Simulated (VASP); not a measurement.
Here is a VASP 6.6.1 calculation.

File INCAR:

```
  ALGO = Normal
  EDIFF = 1E-7
  EDIFFG = -0.01
  ENCUT = 600
  GGA = PS
  IBRION = 2
  ISIF = 3
  ISMEAR = 0
  LASPH = T
  LCHARG = F
  LREAL = F
  LWAVE = F
  NELM = 80
  NSW = 80
  PREC = Accurate
  SIGMA = 0.01
```

The input KPOINTS:

```
k-points
0
Gamma
  12 12 4
```

POSCAR

```
Al2O3
1.0
    3.0174800000      0.0000000000      0.0000000000
   -1.5087400000      2.6132200000      0.0000000000
    0.0000000000      0.0000000000      7.5746400000
Al O
2 3
Direct
    0.0000000000      0.0000000000      0.2779500000
    0.0000000000      0.0000000000      0.7220500000
    0.3333333333      0.6666666667      0.1994500000
    0.6666666667      0.3333333333      0.8005500000
    0.0000000000      0.0000000000      0.5000000000
```

Potentials or basis: VASP PAW PBE potentials, release 64 (Al, O).

Launch:

```bash
$ cat potpaw_PBE.64/Al/POTCAR potpaw_PBE.64/O/POTCAR > POTCAR
$ mpirun -np 1 vasp_std > vasp.out
```

(1) What does it give for the relaxed cell?

(2) Predict the band gap on the k mesh.

(3) What does it give for the relaxed volume?

(4) What does it give for the space group after relaxing (to 0.05 Å)?

Results:

(1) a = 2.988 Å, b = 2.988 Å, c = 7.710 Å, α = 90.00°, β = 90.00°, γ = 120.00°.

(2) 2.34 eV, direct.

(3) 11.92 Å³/atom.

(4) P-3m1 (No. 164).

Caveat: the PAW data sets were made with another functional, which shifts forces and pressure a little.
